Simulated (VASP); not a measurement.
Na:

```
CELL_PARAMETERS angstrom
0.00000 2.26902 2.26902
2.26902 0.00000 2.26902
2.26902 2.26902 0.00000
ATOMIC_POSITIONS crystal
Na 0.00000 0.00000 0.00000
```

This isn't the form of Na at room conditions, which is bcc.

- Program: VASP 6.6.1
- Task: relaxation of cell and atoms
- Functional: PBE
- Potentials or basis: VASP PAW PBE potentials, release 64 (Na_pv)
- Cutoff: 500 eV
- k mesh: 10 × 10 × 10
- Occupations: fermi-dirac, width 0.05 eV
- Spin: no spin polarisation

At the start: pressure 8.3 GPa; volume 23.36 Å³/atom.

Task: Where does the relaxation end?

Result: Over 5 steps the energy falls by 237.0 meV/atom and the volume is 36.27 Å³/atom (+55.2 %); space group Fm-3m (No. 225, to 0.1 Å) before and after.

The path:
| step | energy change (eV) | largest force (eV/Å) | pressure (GPa) | volume (Å³) |
| --- | --- | --- | --- | --- |
| 1 | 0.0000 | 0.0000 | 8.30 | 23.36 |
| 2 | -0.1573 | 0.0000 | 3.74 | 27.70 |
| 3 | -0.2299 | 0.0000 | 0.81 | 33.29 |
| 4 | -0.2365 | 0.0000 | 0.20 | 35.44 |
| 5 | -0.2370 | 0.0000 | 0.01 | 36.27 |

Final structure:
```xyz
1
Lattice="0.0000 2.6273 2.6273 2.6273 0.0000 2.6273 2.6273 2.6273 0.0000" Properties=species:S:1:pos:R:3 pbc="T T T"
Na    0.0000    0.0000    0.0000
```

Caveat: the volume moved by over 15 % at a fixed basis, so the end points are rough.
